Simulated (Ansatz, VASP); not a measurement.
# Ge: VASP beside Ansatz

```xyz
1
Lattice="2.6639 0.0000 0.0000 0.0000 2.6639 0.0000 0.0000 0.0000 2.8628" Properties=species:S:1:pos:R:3 pbc="T T T"
Ge    0.0000    0.0000    0.0000
```

Alike in both runs: task relaxation of cell and atoms; functional PBE; k mesh 6 × 6 × 6; occupations gaussian, width 0.1 eV; no spin polarisation.

```csv
,VASP,Ansatz
version,VASP 6.6.1,Ansatz 0.2.0
potentials or method,"VASP PAW PBE potentials, release 64 (Ge_d), cutoff 600 eV","scalar-relativistic, plane waves, PAW"
valence electrons in the cell,14,14
```

|  | VASP | Ansatz | Ansatz less VASP |
| --- | --- | --- | --- |
| gap on the k mesh at the Fermi level, each at its own relaxed structure (eV) | none | none | - |
| relaxed volume (Å³/atom) | 19.82 | 19.91 | +0.093 |
| relaxed cell length with the largest relative difference (Å) | 2.696 | 2.701 | +0.0058 |

A gap of «none» marks a metal or a gap that the smearing closes.

The k mesh is coarse, so the values compare programs but aren't converged.
